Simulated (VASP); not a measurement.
A run of VASP 6.6.1 is set up as follows.

The input INCAR:

```
  PREC = Accurate
  ENCUT = 520
  EDIFF = 1E-6
  ISMEAR = -1
  SIGMA = 0.05
  LREAL = F
  LASPH = T
  NELM = 150
  ALGO = Normal
  ISIF = 2
  LWAVE = F
  LCHARG = F
  ISPIN = 2
  MAGMOM = 3 3 3 0
  LORBIT = 11
  LMAXMIX = 4
  GGA = PS
  NBANDS = 26
```

The input KPOINTS:

```
Automatic mesh
0
Gamma
  8 8 8
```

Contents of POSCAR:

```
AlFe3
1.0
    0.0000000000      2.9251352188      2.9251352188
    2.9251352188      0.0000000000      2.9251352188
    2.9251352188      2.9251352188      0.0000000000
Fe Al
3 1
Direct
    0.7500000000      0.7500000000      0.7500000000
    0.2500000000      0.2500000000      0.2500000000
    0.5000000000      0.5000000000      0.5000000000
    0.0000000000      0.0000000000      0.0000000000
```

Potentials or basis: VASP PAW PBE potentials, release 64 (Fe, Al).

The run is started by

```bash
$ cat potpaw_PBE.64/Fe/POTCAR potpaw_PBE.64/Al/POTCAR > POTCAR
$ mpirun -np 1 vasp_std > vasp.out
```

(1) What does it give for the net moment?

(2) What does it give for the site moments?

Answers

(1) 6.22 μB per cell.

(2) Fe +2.00, +2.40 (each value once); Al -0.06 μB.

Caveat: the cell stands under tension.
